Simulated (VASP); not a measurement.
Input of a VASP 6.6.1 run:

File INCAR:

```
PREC = Accurate ; ENCUT = 520
EDIFF = 1E-6 ; ISMEAR = 0
SIGMA = 0.05 ; LREAL = F
LASPH = T ; NELM = 100
ALGO = Normal ; ISIF = 2
LWAVE = F ; LCHARG = F
GGA = PE ; IBRION = 2
NSW = 50 ; EDIFFG = -0.01
```

Contents of KPOINTS:

```
regular mesh
0
Gamma
  12 12 6
```

The input POSCAR:

```
PtS2
1.0
    3.6695510920      0.0000000000      0.0000000000
   -1.8347755460      3.1779244662      0.0000000000
    0.0000000000      0.0000000000      6.6654911830
Pt S
1 2
Direct
    0.0000000000      0.0000000000      0.0000000000
    0.3333333333      0.6666666667      0.1889525212
    0.6666666667      0.3333333333      0.8110474788
```

Potentials or basis: VASP PAW PBE potentials, release 64 (Pt, S).

Command:

```sh
$ cat potpaw_PBE.64/Pt/POTCAR potpaw_PBE.64/S/POTCAR > POTCAR
$ mpirun -np 1 vasp_std > vasp.out
```

Q: Estimate the energy gained by relaxing.

A: 26.6 meV/atom.

Q: Predict the band gap on the k mesh.

A: 1.38 eV (least direct gap 1.47 eV).

Forces on the atoms (eV/Å):
```
Pt   0.000  0.000  0.000
S    0.000  0.000 -0.006
S    0.000  0.000  0.006
```

Caveat: spin-orbit coupling is left out, which moves the levels of the heavy elements. A k mesh can miss the band edges.
